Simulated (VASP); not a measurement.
Crystal: BiTe.

```
Bi Te
1.0
     2.42271    1.39875    3.31729
    -2.42271    1.39875    3.31729
     0.00000   -2.79750    3.31729
Bi Te
1 1
Direct
  0.50000 0.50000 0.50000
  0.00000 0.00000 0.00000
```

Base run:

```yaml
Program: VASP 6.6.1
Functional: PBE
Potentials_or_basis: VASP PAW PBE potentials, release 64 (Bi_d, Te)
Cutoff: 520 eV
k_mesh: 7 × 7 × 7
Occupations: gaussian, width 0.023 eV
Spin: no spin polarisation
```

Its results: pressure 0.1 GPa.

Question: The run is repeated on the same cell with these changes: functional from PBE to PBEsol; occupations from gaussian, width 0.023 eV to fermi-dirac, width 0.05 eV. What comes out?

Answer: Pressure -2.3 GPa.

Caveats: the PAW data sets were made with another functional, which shifts forces and pressure a little (some runs).
